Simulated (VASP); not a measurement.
ZnSe (Stilleite), 2 atoms in the cell. It takes space group F-43m (No. 216, cubic). The conventional cell has a = 5.665 Å, b = 5.665 Å, c = 5.665 Å, α = 90.00°, β = 90.00°, γ = 90.00°. Zn (site symmetry -43m) has 4 Se at 2.45 Å within 3.2 Å. Within 3.2 Å of Se (site symmetry -43m) lie 4 Zn at 2.45 Å. 

| Quantity | Value |
| --- | --- |
| Program | VASP 6.6.1 |
| Task | single point |
| Functional | PBE |
| Potentials or basis | VASP PAW PBE potentials, release 64 (Zn, Se) |
| Cutoff | 520 eV |
| k mesh | 8 × 8 × 8 |
| Occupations | gaussian, width 0.01 eV |
| Spin | no spin polarisation |
| Dipole correction | no |
| Further INCAR settings | ALGO = Normal; EDIFF = 1e-06; NBANDS = 16 |

Potentials or basis: VASP PAW PBE potentials, release 64 (Zn, Se).

Run with:

```console
$ cat potpaw_PBE.64/Zn/POTCAR potpaw_PBE.64/Se/POTCAR > POTCAR
$ mpirun -np 1 vasp_std > vasp.out
```

Hardware: 1 thread of Intel Xeon 6975P-C (shared host).

Question: How long does it take, and how much memory?

Answer: It took 52 s on 1 thread of Intel Xeon 6975P-C (shared host), peak memory 0.17 GiB. Counts: scf iterations 13, k points 29.
